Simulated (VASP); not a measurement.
Set up this calculation in VASP 6.6.1, as the native input.

```yaml
Task: single point
Functional: PBE
Potentials_or_basis: VASP PAW PBE potentials, release 64 (Si, S)
Cutoff: 520 eV
k_mesh: 6 × 6 × 1
Occupations: gaussian, width 0.1 eV
Spin: no spin polarisation
Dipole_correction: no
Further_INCAR_settings: ALGO = Normal; EDIFF = 1e-07; NBANDS = 22
```

The structure of Si5S lies in POSCAR:

```
Si5S
1.0
    2.9989432900      0.0000000000      0.0000000000
   -1.4994716500      2.5971610700      0.0000000000
    0.0000000000      0.0000000000     15.3933240300
Si S
5 1
Direct
    0.6666666700      0.3333333300      0.8184250000
    0.3333333300      0.6666666700      0.6598208500
    0.6666666700      0.3333333300      0.5000000000
    0.3333333300      0.6666666700      0.3401791500
    0.6666666700      0.3333333300      0.1815750000
    0.3333333300      0.6666666700      0.0000000000
```

The cell was generated, and may not be a known phase.

These files were run (other wordings do the same):

INCAR

```
SYSTEM = Si5S
ALGO     = Normal         ! electronic algorithm
EDIFF    = 1E-7           ! SCF threshold, eV
ENCUT    = 520            ! plane-wave cutoff, eV
GGA      = PE             ! functional
ISIF     = 2              ! what is computed and relaxed
ISMEAR   = 0              ! smearing method
LASPH    = .TRUE.         ! aspherical terms in the spheres
LCHARG   = .FALSE.        ! write CHGCAR
LREAL    = .FALSE.        ! projectors in reciprocal space
LWAVE    = .FALSE.        ! write WAVECAR
NBANDS   = 22             ! bands
NELM     = 100            ! most SCF steps
PREC     = Accurate       ! precision mode
SIGMA    = 0.1            ! smearing width, eV
```

KPOINTS

```
k-points
0
G
  6 6 1
  0 0 0
```

Potentials or basis: VASP PAW PBE potentials, release 64 (Si, S).

Run with:

```sh
$ cat potpaw_PBE.64/Si/POTCAR potpaw_PBE.64/S/POTCAR > POTCAR
$ mpirun -np 1 vasp_std > vasp.out
```

It gave:

| Item | Value |
| --- | --- |
| Pressure | -12.3 GPa |
| Largest force | 0.108 eV/Å |
| Band gap on the k mesh | zero (bands 13 and 14 overlap by 5.23 eV) |

Caveat: the k points lie up to 0.41 Å⁻¹ apart, too coarse for converged energies and pressures of a metal.

Wall time 22 s on 1 thread of Intel(R) Xeon(R) Platinum 8488C (Sapphire Rapids), on a shared host, peak memory 0.23 GiB.
